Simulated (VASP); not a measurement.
# KI (P1) in VASP: a series of runs

Runs on KI. Level: PBEsol. Tasks: single point.

All numbers are computed with VASP 6.6.1; they aren't measurements. Logs are shortened: lines on timing, memory, paths and dates and some standing lists are left out, and cuts for length are marked.

**1. The cell of the first run**

The typed cell holds 16 atoms: a = 10.291 Å, b = 10.291 Å, c = 10.291 Å, α = 60.00°, β = 60.00°, γ = 60.00°.

**2. Single point, PBEsol**

INCAR

```
SYSTEM = KI
PREC     = Accurate       ! precision mode
ENCUT    = 520            ! plane-wave cutoff, eV
EDIFF    = 1E-6           ! SCF threshold, eV
ISMEAR   = -1             ! smearing method
SIGMA    = 0.2241         ! smearing width, eV
LREAL    = Auto         
LASPH    = .True.         ! aspherical terms in the spheres
NELM     = 80             ! most SCF steps
ALGO     = Normal         ! electronic algorithm
ISIF     = 2              ! what is computed and relaxed
LWAVE    = .False.        ! write WAVECAR
LCHARG   = .False.        ! write CHGCAR
GGA      = PS             ! functional
NBANDS   = 78             ! bands
```

KPOINTS

```
regular mesh
0
Gamma
  1 1 1
  0 0 0
```

POSCAR

```
KI
1.0
    7.2766457619      0.0000000000      7.2766457619
    7.2766457619      7.2766457619      0.0000000000
    0.0000000000      7.2766457619      7.2766457619
K I
8 8
Direct
   -0.0214215457     -0.0066471561      0.0332660140
    0.0113098126      0.4617551287     -0.0171243048
    0.4721992952      0.0340476929      0.0119307718
    0.5440142518      0.5392542290     -0.0136986193
   -0.0102432498      0.0153182529      0.4781288816
    0.0055725538      0.4927270912      0.5334407675
    0.4942488775     -0.0033121030      0.4813646445
    0.5185522456      0.4437752099      0.5371496879
    0.2522716592      0.2540646557      0.2222669006
    0.2198276586      0.7495993592      0.2716887787
    0.7530943761      0.2802078137      0.2589686322
    0.7585358255      0.7332406544      0.2495668416
    0.2626814693      0.2529150188      0.7406959438
    0.2546773006      0.7407696728      0.7497984207
    0.7539721157      0.2422621710      0.7546595203
    0.7405548760      0.7540520289      0.7386577107
```

Potentials or basis: VASP PAW PBE potentials, release 64 (K_sv, I).

Started as:

```sh
$ cat potpaw_PBE.64/K_sv/POTCAR potpaw_PBE.64/I/POTCAR > POTCAR
$ mpirun -np 1 vasp_gam > vasp.out
```

OUTCAR:

```text
SYSTEM = KI
   PREC = Accurate
   ENCUT = 520
   EDIFF = 1E-6
   ISMEAR = -1
   LREAL = Auto
   LASPH = .True.
   NELM = 80
   ISIF = 2
   GGA = PS

 ion  position               nearest neighbor table
   1  0.979  0.993  0.033-  10 3.49  12 3.51  15 3.67
   2  0.011  0.462  0.983-  11 3.28  13 3.30   9 3.51
   3  0.472  0.034  0.012-   9 3.13  13 3.52  15 3.59
   4  0.544  0.539  0.986-  16 3.03  11 3.53
   5  0.990  0.015  0.478-  11 3.34  10 3.45   9 3.65  15 3.68
   6  0.006  0.493  0.533-  13 3.39  16 3.42  10 3.45  15 3.67
   7  0.494  0.997  0.481-  12 3.61  14 3.61   9 3.65  16 3.67
   8  0.519  0.444  0.537-  11 3.27  13 3.27  15 3.31
   9  0.252  0.254  0.222-   3 3.13   2 3.51   7 3.65   5 3.65
  10  0.220  0.750  0.272-   6 3.45   5 3.45   1 3.49
  11  0.753  0.280  0.259-   8 3.27   2 3.28   5 3.34   4 3.53
  12  0.759  0.733  0.250-   1 3.51   7 3.61
  13  0.263  0.253  0.741-   8 3.27   2 3.30   6 3.39   3 3.52
  14  0.255  0.741  0.750-   7 3.61
  15  0.754  0.242  0.755-   8 3.31   3 3.59   6 3.67   1 3.67   5 3.68
  16  0.741  0.754  0.739-   4 3.03   6 3.42   7 3.67

  LATTYP: Found a face centered cubic cell.
 ALAT       =    14.5532915238

  Lattice vectors:

 A1 = (   7.2766457619,   0.0000000000,   7.2766457619)
 A2 = (   7.2766457619,   7.2766457619,   0.0000000000)
 A3 = (   0.0000000000,   7.2766457619,   7.2766457619)

Analysis of symmetry for initial positions (statically):
=====================================================================
 Subroutine PRICEL returns:
 Original cell was already a primitive cell.

 Routine SETGRP: Setting up the symmetry group for a
 face centered cubic supercell.

 Subroutine GETGRP returns: Found  1 space group operations
 (whereof  1 operations were pure point group operations)
 out of a pool of 48 trial point group operations.

The static configuration has the point symmetry C_1 .

Analysis of symmetry for dynamics (positions and initial velocities):
=====================================================================
 Subroutine PRICEL returns:
 Original cell was already a primitive cell.

 Routine SETGRP: Setting up the symmetry group for a
 face centered cubic supercell.

 Subroutine GETGRP returns: Found  1 space group operations
 (whereof  1 operations were pure point group operations)
 out of a pool of 48 trial point group operations.

The dynamic configuration has the point symmetry C_1 .

[... 105 lines left out ...]
   NSW    =      0    number of steps for IOM
   IBRION =     -1    ionic relax: 0-MD 1-quasi-New 2-CG
   NFREE  =      0    steps in history (QN), initial steepest desc. (CG)
   ISIF   =      2    stress and relaxation
   ISYM   =      2    0-nonsym 1-usesym 2-fastsym
   POTIM  = 0.5000    time-step for ionic-motion
   TEBEG  =    0.0;   TEEND  =   0.0 temperature during run
   PSTRESS=    0.0 pullay stress
   NELECT =     128.0000    total number of electrons
   NUPDOWN=      -1.0000    fix difference up-down
   EMIN   =  10.00;   EMAX   =-10.00  energy-range for DOS
   EFERMI =   0.00;   METHOD = LEGACY
   ISMEAR =    -1;   SIGMA  =   0.22  broadening in eV -4-tet -1-fermi 0-gaus
   EFERMI_NEDOS =   21; number of points for ismear=-14 and -15
   IALGO  =     38    algorithm
   IMIX   =      4    mixing-type and parameters
     AMIX     =   0.40;   BMIX     =  1.00
     AMIX_MAG =   1.60;   BMIX_MAG =  1.00
  volume/ion in A,a.u.               =      48.16       325.01
  Fermi-wavevector in a.u.,A,eV,Ry     =   0.899919  1.700601 11.018744  0.809855
  Thomas-Fermi vector in A             =   2.022813
   LORBIT       =      0    0 simple, 1 ext, 2 COOP (PROOUT), +10 PAW based schemes
   GGA     = PS    functional components
   LHFCALC =     F    Hartree Fock is set to
   AEXX    =    0.0000 exact exchange contribution
   IVDW    =     0    specifies the selected vdW correction
   LEPSILON=     F    determine dielectric tensor
   LRPA    =     F    only Hartree local field effects (RPA)
 non-spin polarized calculation
  energy-cutoff  :      520.00
  volume of cell :      770.59
 maximum number of plane-waves:     10414
 NGX is ok and might be reduce to    80
   NGX = 39   NGY = 39   NGZ = 39

 number of electron     128.0000000 magnetization

 Free energy of the ion-electron system (eV)
  ---------------------------------------------------
  ext. energy  EPLUGINS =         0.00000000
  ---------------------------------------------------
  free energy    TOTEN  =       -44.37674270 eV

  energy without entropy =      -44.36670541  energy(sigma->0) =      -44.37172406

 E-fermi :   1.2395     XC(G=0):  -6.9135

 val. band max:       -0.5598076361   @ k =   0.0000   0.0000   0.0000
 cond. band min:       2.7365892335   @ k =   0.0000   0.0000   0.0000
 fundamental gap:      3.2963968696
 Fermi energy:         1.2395037953

 k-point     1 :       0.0000    0.0000    0.0000
  band No.  band energies     occupation
      1     -29.6153      2.00000
      2     -29.5960      2.00000
      3     -29.5130      2.00000
      4     -29.4437      2.00000
      5     -29.4424      2.00000
      6     -29.4005      2.00000
[... 68 lines left out ...]
     75       4.6453      0.00000
     76       5.4579      0.00000
 [bands above 76 left out]

------------------------ aborting loop because EDIFF is reached ----------------------------------------

  FORCE on cell =-STRESS in cart. coord.  units (eV):
  Direction    XX          YY          ZZ          XY          YZ          ZX
  --------------------------------------------------------------------------------------
  -------------------------------------------------------------------------------------
  Total        1.6364733      0.7609469     -0.5712647     -0.7838011     -0.0056877     -0.1534438
  in kB        3.4024817      1.5821267     -1.1877480     -1.6296440     -0.0118256     -0.3190335
  external PRESSURE =       1.2656201 kB  Pullay stress =       0.0000000 kB

 VOLUME and BASIS-vectors are now :
 -----------------------------------------------------------------------------
  energy-cutoff  :      520.00
  volume of cell :      770.59
      direct lattice vectors                 reciprocal lattice vectors
     7.276645762  0.000000000  7.276645762     0.068712978 -0.068712978  0.068712978
     7.276645762  7.276645762  0.000000000     0.068712978  0.068712978 -0.068712978
     0.000000000  7.276645762  7.276645762    -0.068712978  0.068712978  0.068712978

 POSITION                                       TOTAL-FORCE (eV/Angst)
 -----------------------------------------------------------------------------------
     14.34905      7.47034      7.36283        -0.053026     -0.238324     -0.035958
      3.44233     10.51207      7.23434         0.468642      0.434742      0.031849
      3.68378      0.33457      3.52284        -0.036650     -0.546674      0.205571
      7.88256     11.10093     11.13556        -0.985558      0.075566     -0.172308
      7.31357      3.59064     10.68128         0.001057      0.069001      0.381432
      3.62595      7.46706      3.92221        -0.030798     -0.210478     -0.334915
[... 8 lines left out ...]
      7.24924      7.25425     10.97778         0.039852      0.067305      0.288330
     10.87573     10.86192     10.76371         0.772991      0.029100     -0.067300
 -----------------------------------------------------------------------------------
    total drift:                                0.018966     -0.002320      0.001362

  FREE ENERGIE OF THE ION-ELECTRON SYSTEM (eV)
  ---------------------------------------------------
  free  energy   TOTEN  =       -44.3767427026 eV

  energy  without entropy=      -44.3667054112  energy(sigma->0) =      -44.37172406
```

OSZICAR:

```text
N       E                     dE             d eps       ncg     rms          rms(c)
DAV:   1     0.138307505471E+04    0.13831E+04   -0.58219E+04   156   0.146E+03
DAV:   2     0.117875588352E+03   -0.12652E+04   -0.12266E+04   226   0.361E+02
DAV:   3    -0.395197457660E+02   -0.15740E+03   -0.15681E+03   200   0.117E+02
DAV:   4    -0.451040431407E+02   -0.55843E+01   -0.55734E+01   192   0.268E+01
DAV:   5    -0.455551659142E+02   -0.45112E+00   -0.45098E+00   256   0.530E+00    0.838E+00
DAV:   6    -0.444483213127E+02    0.11068E+01   -0.19392E+00   176   0.369E+00    0.610E+00
DAV:   7    -0.443062570251E+02    0.14206E+00   -0.21301E+00   192   0.341E+00    0.276E+00
DAV:   8    -0.443635004279E+02   -0.57243E-01   -0.29485E-01   192   0.162E+00    0.529E-01
DAV:   9    -0.443700356327E+02   -0.65352E-02   -0.28319E-02   232   0.369E-01    0.338E-01
DAV:  10    -0.443755652649E+02   -0.55296E-02   -0.97851E-03   184   0.250E-01    0.864E-02
DAV:  11    -0.443765101862E+02   -0.94492E-03   -0.16280E-03   200   0.102E-01    0.780E-02
DAV:  12    -0.443766252957E+02   -0.11511E-03   -0.29115E-04   200   0.419E-02    0.281E-02
DAV:  13    -0.443767345424E+02   -0.10925E-03   -0.28190E-04   168   0.448E-02    0.233E-02
DAV:  14    -0.443767386644E+02   -0.41220E-05   -0.43959E-05   200   0.158E-02    0.996E-03
DAV:  15    -0.443767419669E+02   -0.33024E-05   -0.55352E-06   152   0.666E-03    0.503E-03
DAV:  16    -0.443767427026E+02   -0.73575E-06   -0.25883E-06   120   0.499E-03
   1 F= -.44376743E+02 E0= -.44371724E+02  d E =-.100373E-01
```

stdout:

```text
POSCAR found type information on POSCAR K I
 POSCAR found :  2 types and      16 ions
 scaLAPACK will be used
 -----------------------------------------------------------------------------
|                                                                             |
|                                                                             |
|     You enforced a specific xc type in the INCAR file but a different       |
|     I HOPE YOU KNOW WHAT YOU ARE DOING!                                     |
|                                                                             |
 -----------------------------------------------------------------------------

 LDA part: xc-table for (Slater+PW92), standard interpolation
 POSCAR, INCAR and KPOINTS ok, starting setup
 FFT: planning ... GRIDC
 FFT: planning ... GRID_SOFT
 FFT: planning ... GRID
 WAVECAR not read
 entering main loop
```

Run time: 3.8 min. Hardware: 1 thread of Oxide Virtual Turin-like, shared host; peak memory 0.85 GiB.

What came out:

```
Free energy   : -44.3767 eV
Pressure      : 0.1 GPa
Largest force : 1.003 eV/Å
```

Forces on the atoms (eV/Å):
```
K   -0.053 -0.238 -0.036
K    0.469  0.435  0.032
K   -0.037 -0.547  0.206
K   -0.986  0.076 -0.172
K    0.001  0.069  0.381
K   -0.031 -0.210 -0.335
K   -0.142 -0.048  0.022
K    0.391  0.426 -0.240
I   -0.047  0.456  0.116
I    0.148 -0.069  0.013
I   -0.274 -0.331 -0.203
I    0.007  0.105 -0.060
I   -0.320 -0.244  0.054
I    0.060  0.025  0.001
I    0.040  0.067  0.288
I    0.773  0.029 -0.067
```

Caveat: the k points lie up to 0.75 Å⁻¹ apart; the atoms stand as in a frame of molecular dynamics; the PAW data sets were made with another functional, which shifts forces and pressure a little; spin-orbit coupling is left out, which moves the levels of the heavy elements.

**3. Single point, PBEsol**

INCAR

```
PREC     = Accurate       # precision mode
ENCUT    = 520            # plane-wave cutoff, eV
EDIFF    = 1E-6           # SCF threshold, eV
ISMEAR   = -1             # smearing method
SIGMA    = 0.2241         # smearing width, eV
LREAL    = Auto         
LASPH    = T              # aspherical terms in the spheres
NELM     = 60             # most SCF steps
ALGO     = Normal         # electronic algorithm
ISIF     = 2              # what is computed and relaxed
LWAVE    = F              # write WAVECAR
LCHARG   = T              # write CHGCAR
GGA      = PS             # functional
LELF     = T              # ELF
LVHAR    = T            
NBANDS   = 78             # bands
```

KPOINTS

```
Automatic mesh
0
Gamma
  1 1 1
```

POSCAR

```
KI
1.0
    7.2766457619      0.0000000000      7.2766457619
    7.2766457619      7.2766457619      0.0000000000
    0.0000000000      7.2766457619      7.2766457619
K I
8 8
Direct
   -0.0404047427     -0.0175923089      0.0626170374
    0.0234710477      0.4391036206     -0.0341311791
    0.4590485245      0.0521218859      0.0166769833
    0.5649589295      0.5637102773     -0.0087585685
   -0.0149548987      0.0250915746      0.4643497307
    0.0081929919      0.4869807623      0.5579702012
    0.4872693568     -0.0103937312      0.4649932965
    0.5322407640      0.4066256070      0.5702448128
    0.2518555334      0.2602816685      0.1984397135
    0.1909613365      0.7496016954      0.2921953424
    0.7553883588      0.3083345780      0.2663884657
    0.7661469559      0.7174943196      0.2493662684
    0.2752641898      0.2522478158      0.7320478658
    0.2595795593      0.7319859554      0.7493572833
    0.7595482425      0.2333989527      0.7611822372
    0.7351487450      0.7634004982      0.7220739022
```

Potentials or basis: VASP PAW PBE potentials, release 64 (K_sv, I).

Started as:

```sh
$ cat potpaw_PBE.64/K_sv/POTCAR potpaw_PBE.64/I/POTCAR > POTCAR
$ mpirun -np 1 vasp_gam > vasp.out
```

Wall time 4 min (1 thread of Oxide Virtual Turin-like, shared host); peak memory 0.84 GiB.

Results (log left out):

- Free energy: -42.6944 eV
- Pressure: 1.2 GPa
- Largest force: 1.949 eV/Å

Forces in eV/Å, atoms in the order of the input:
```
K   -0.024 -0.321 -0.134
K    0.689  0.807 -0.003
K   -0.041 -1.746  0.370
K   -1.914  0.366  0.045
K   -0.031  0.159  0.637
K   -0.151 -0.346 -0.556
K   -0.230 -0.023  0.101
K    0.712  0.709 -0.549
I   -0.095  1.555  0.150
I    0.332 -0.192  0.041
I   -0.377 -0.567 -0.437
I    0.007  0.229 -0.140
I   -0.691 -0.655  0.090
I    0.087 -0.001 -0.017
I    0.107  0.104  0.804
I    1.619 -0.079 -0.401
```

Stress tensor (GPa, compression positive):
```
 1.38 -0.51 -0.11
-0.51  1.49 -0.03
-0.11 -0.03  0.67
```

Levels at points of the mesh, in eV from the Fermi level:
| k point | band 61 | band 62 | band 63 | band 64 | band 65 | band 66 | band 67 | band 68 |
| --- | --- | --- | --- | --- | --- | --- | --- | --- |
| (0.00, 0.00, 0.00) | -1.88 | -1.82 | -1.70 | -1.65 | 1.38 | 2.56 | 2.84 | 2.90 |

Caveat: the k points lie up to 0.75 Å⁻¹ apart; the atoms stand as in a frame of molecular dynamics; the PAW data sets were made with another functional, which shifts forces and pressure a little; spin-orbit coupling is left out, which moves the levels of the heavy elements.

(Continued in part 2 of 2.)
